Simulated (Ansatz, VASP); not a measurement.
# One calculation of TaO, two programs

File POSCAR:

```
TaO
1.0
    3.0661100000      0.0000000000      0.0000000000
   -1.5330600000      2.6553300000      0.0000000000
    0.0000000000      0.0000000000      3.8550200000
Ta O
1 1
Direct
    0.0000000000      0.0000000000      0.5000000000
    0.0000000000      0.0000000000      0.0000000000
```

The input INCAR.step1:

```
SYSTEM = TaO
ALGO = Normal
EDIFF = 1E-5
ENCUT = 520
GGA = PE
ISIF = 2
ISMEAR = -1
LASPH = .TRUE.
LREAL = .FALSE.
LWAVE = .TRUE.
NBANDS = 16
NELM = 80
PREC = Accurate
SIGMA = 0.05
```

Contents of INCAR.step2:

```
SYSTEM = TaO
AEXX = 0.35
ALGO = Normal
EDIFF = 1E-7
ENCUT = 520
GGA = PE
ISIF = 2
ISMEAR = -1
ISTART = 1
LASPH = .TRUE.
LCHARG = .TRUE.
LELF = .TRUE.
LHFCALC = .TRUE.
LREAL = .FALSE.
LVHAR = .TRUE.
LWAVE = .FALSE.
NBANDS = 16
NELM = 80
PREC = Accurate
PRECFOCK = Normal
SIGMA = 0.05
```

KPOINTS

```
k-points
0
G
  6 6 4
  0 0 0
```

input.yaml

```yaml
crystal:
  lattice:
    - [3.06611, 0.0, 0.0]
    - [-1.53306, 2.65533, 0.0]
    - [0.0, 0.0, 3.85502]
  atoms:
    - { symbol: Ta, position: [0.0, 0.0, 0.5] }
    - { symbol: O, position: [0.0, 0.0, 0.0] }
hamiltonian:
  xc: { exchange: pbe, correlation: pbe, exx: { coeff: 0.35 } }
  pseudopotentials: { kind: paw }
kpoints:
  mp_grid: { grid: [6, 6, 4] }
scf:
  occupations: { method: fermi_dirac, width: 0.05 }
output:
  forces: true
  stress: true
  eigenvalues: true
  write_density: true
  write_potential: true
  elf: true
  volumetric_format: npy
```

Alike in both runs: task single point; functional PBE-based global hybrid; k mesh 6 × 6 × 4; occupations fermi-dirac, width 0.05 eV; no spin polarisation.

```csv
,VASP,Ansatz
version,VASP 6.6.1,Ansatz 0.2.0
potentials or method,"VASP PAW PBE potentials, release 64 (Ta_pv, O)",Ansatz PAW
plane-wave cutoff (eV),520,420
valence electrons in the cell,17,19
```

|  | VASP | Ansatz | Ansatz less VASP |
| --- | --- | --- | --- |
| gap on the k mesh at the Fermi level (eV) | none | none | - |
| pressure (GPa) | -9.1 | -8.5 | +0.60 |
| traceless stress, the component that is largest in VASP (GPa) | -5.72 | -6.32 | -0.591 |

VASP's potentials were made for PBE, not for PBE-based global hybrid. A gap of «none» marks a metal or a gap that the smearing closes. VASP's potentials hold 17 valence electrons a cell and Ansatz's 19, so a difference there can come from the potentials and not from the codes.

The k mesh is coarse, so the values compare programs but aren't converged. Neither program's run includes spin-orbit coupling.
